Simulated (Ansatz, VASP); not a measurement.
NaH: VASP beside Ansatz

```
CELL_PARAMETERS angstrom
2.96143 0.00000 0.00000
0.00000 2.96143 0.00000
0.00000 0.00000 2.96143
ATOMIC_POSITIONS crystal
Na 0.00000 0.00000 0.00000
H 0.50000 0.50000 0.50000
```

Alike in both runs: task single point; functional r2SCAN; k mesh 8 × 8 × 8; no spin polarisation.

|  | VASP | Ansatz |
| --- | --- | --- |
| version | VASP 6.6.1 | Ansatz 0.2.0 |
| potentials or method | VASP PAW PBE potentials, release 64 (Na_pv, H) | plane waves, PAW |
| plane-wave cutoff (eV) | 520 | 500 |
| occupations | gaussian, width 0.01 eV | fixed |
| valence electrons in the cell | 8 | 10 |

Ansatz gave:

- gap on the k mesh at the Fermi level (eV): 1.59
- pressure (GPa): -0.7

Question: What did VASP give for the same quantities?

Answer: gap on the k mesh at the Fermi level (eV): 1.60; pressure (GPa): -1.0.

VASP's potentials were made for PBE, not for r2SCAN. VASP's potentials hold 8 valence electrons a cell and Ansatz's 10, so a difference there can come from the potentials and not from the codes.
